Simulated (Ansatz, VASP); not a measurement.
**Two plane-wave programs on Ni**

The input INCAR:

```
  ALGO = Normal
  EDIFF = 1E-6
  ENCUT = 690
  GGA = CA
  GGA_COMPAT = False
  ISIF = 2
  ISMEAR = -1
  ISPIN = 2
  LASPH = True
  LCHARG = False
  LMAXMIX = 4
  LORBIT = 11
  LREAL = False
  LWAVE = False
  MAGMOM = 1.5
  NBANDS = 19
  NELM = 200
  PREC = Accurate
  SIGMA = 0.05
```

File KPOINTS:

```
k-points
0
Gamma
  17 17 17
```

Contents of POSCAR:

```
Ni
1.0
   -1.3837154700      1.3837154700      1.3837154700
    1.3837154700     -1.3837154700      1.3837154700
    1.3837154700      1.3837154700     -1.3837154700
Ni
1
Direct
    0.0000000000      0.0000000000      0.0000000000
```

Input for Ansatz:

```yaml
crystal:
  lattice:
    - [-1.38371547, 1.38371547, 1.38371547]
    - [1.38371547, -1.38371547, 1.38371547]
    - [1.38371547, 1.38371547, -1.38371547]
  atoms:
    - { symbol: Ni, position: [0.0, 0.0, 0.0], spin: 1.5 }
magnetization:
  spin_polarized: true
kpoints:
  mp_grid: { grid: [17, 17, 17] }
scf:
  occupations: { method: fermi_dirac, width: 0.05 }
  lower_state_search: "off"
hamiltonian:
  xc: lda
  pseudopotentials: { kind: paw }
output:
  forces: true
  stress: true
  eigenvalues: true
  populations: true
```

Alike in both runs: task single point; functional LDA; k mesh 17 × 17 × 17; occupations fermi-dirac, width 0.05 eV; collinear spin.

|  | VASP | Ansatz |
| --- | --- | --- |
| version | VASP 6.6.1 | Ansatz 0.2.0 |
| potentials or method | VASP PAW LDA potentials, release 64 (Ni_sv_GW) | PAW with Ansatz's default frozen-core files, scalar-relativistic |
| plane-wave cutoff (eV) | 690 | 420 |
| valence electrons in the cell | 18 | 18 |

```csv
,VASP,Ansatz,Ansatz less VASP
pressure (GPa),-11.5,-10.7,+0.79
net moment per atom (μB),0.41,0.47,+0.057
size of the moment on the site where the two differ most (μB),0.43,0.49,+0.060
```

LDA's correlation is that of Perdew and Zunger in VASP and of Perdew and Wang (1992) in Ansatz. Site moments also hang on the region over which each program counts them.
